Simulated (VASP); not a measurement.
Set up this calculation in VASP 6.6.1, as the native input.

* Task: single point
* Functional: LDA
* Potentials or basis: VASP PAW LDA potentials, release 64 (Ni)
* Cutoff: 600 eV
* k mesh: 16 × 16 × 16
* Occupations: fermi-dirac, width 0.6 eV
* Spin: no spin polarisation
* Dipole correction: no
* Further INCAR settings: ALGO = Normal; EDIFF = 1e-06; NBANDS = 11

The structure of Ni lies in POSCAR:

```
Ni
1.0
    0.0000000000      1.7104399105      1.7104399105
    1.7104399105      0.0000000000      1.7104399105
    1.7104399105      1.7104399105      0.0000000000
Ni
1
Direct
    0.0000000000      0.0000000000      0.0000000000
```

One way to write it, as run:

INCAR

```
ALGO = Normal
EDIFF = 1E-6
ENCUT = 600
GGA_COMPAT = F
ISIF = 2
ISMEAR = -1
LASPH = T
LCHARG = F
LREAL = F
LWAVE = F
NBANDS = 11
NELM = 120
PREC = Accurate
SIGMA = 0.6
```

KPOINTS

```
k-points
0
Gamma
  16 16 16
```

Potentials or basis: VASP PAW LDA potentials, release 64 (Ni).

Command:

```console
$ cat potpaw_LDA.64/Ni/POTCAR > POTCAR
$ mpirun -np 1 vasp_std > vasp.out
```

It gave:

| Quantity | Value |
| --- | --- |
| Pressure | 9.8 GPa |
| Band gap on the k mesh | zero (band 5 reaches 10.29 eV, above the bottom of band 6 at 9.19 eV) |

Caveat: the run has no spin polarisation, though such a crystal can be magnetic.

Run time: 27 s on 1 thread of Intel Xeon 8259CL, on a shared host, peak memory 0.13 GiB.
